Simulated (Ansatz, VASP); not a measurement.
# Two plane-wave programs on Cu

File POSCAR:

```
Cu
1.0
    0.0000000000      1.8154809675      1.8154809675
    1.8154809675      0.0000000000      1.8154809675
    1.8154809675      1.8154809675      0.0000000000
Cu
1
Direct
    0.0000000000      0.0000000000      0.0000000000
```

Contents of INCAR.step1:

```
SYSTEM = Cu
  ALGO = Normal
  EDIFF = 1E-4
  ENCUT = 520
  GGA = PE
  ISMEAR = 0
  LASPH = .True.
  LCHARG = .False.
  LREAL = .False.
  LWAVE = .True.
  NBANDS = 12
  NELM = 100
  PREC = Accurate
  SIGMA = 0.05
```

Contents of INCAR.step2:

```
SYSTEM = Cu
  ALGO = Normal
  EDIFF = 1E-7
  ENCUT = 520
  ISIF = 2
  ISMEAR = 0
  ISTART = 1
  LASPH = .True.
  LCHARG = .True.
  LELF = .True.
  LMIXTAU = .True.
  LREAL = .False.
  LVHAR = .True.
  LWAVE = .False.
  METAGGA = R2SCAN
  NBANDS = 12
  NELM = 100
  PREC = Accurate
  SIGMA = 0.05
```

Contents of KPOINTS:

```
k-points
0
Gamma
  20 20 20
  0 0 0
```

Input for Ansatz:

```yaml
crystal:
  lattice:
    - [0.0, 1.8154809675, 1.8154809675]
    - [1.8154809675, 0.0, 1.8154809675]
    - [1.8154809675, 1.8154809675, 0.0]
  atoms:
    - { symbol: Cu, position: [0.0, 0.0, 0.0] }
basis:
  ecutwfc: 500
  ecutrho_ratio: 4
kpoints:
  mp_grid: { grid: [20, 20, 20] }
hamiltonian:
  xc: r2scan
scf:
  occupations: { method: gaussian, width: 0.05 }
output:
  forces: true
  stress: true
  eigenvalues: true
```

Alike in both runs: task single point; functional r2SCAN; k mesh 20 × 20 × 20; occupations gaussian, width 0.05 eV; no spin polarisation.

|  | VASP | Ansatz |
| --- | --- | --- |
| version | VASP 6.6.1 | Ansatz 0.2.0 |
| potentials or method | VASP PAW PBE potentials, release 64 (Cu), cutoff 520 eV | scalar-relativistic, plane waves, PAW |
| valence electrons in the cell | 11 | 19 |

```tsv
	VASP	Ansatz	Ansatz less VASP
gap on the k mesh at the Fermi level (eV)	none	none	-
pressure (GPa)	-6.0	-6.6	-0.58
```

VASP's potentials were made for PBE, not for r2SCAN. A gap of «none» marks a metal or a gap that the smearing closes. With one functional, cell and mesh, what is left measures potentials, basis and numerics. VASP's potentials hold 11 valence electrons a cell and Ansatz's 19, so a difference there can come from the potentials and not from the codes.
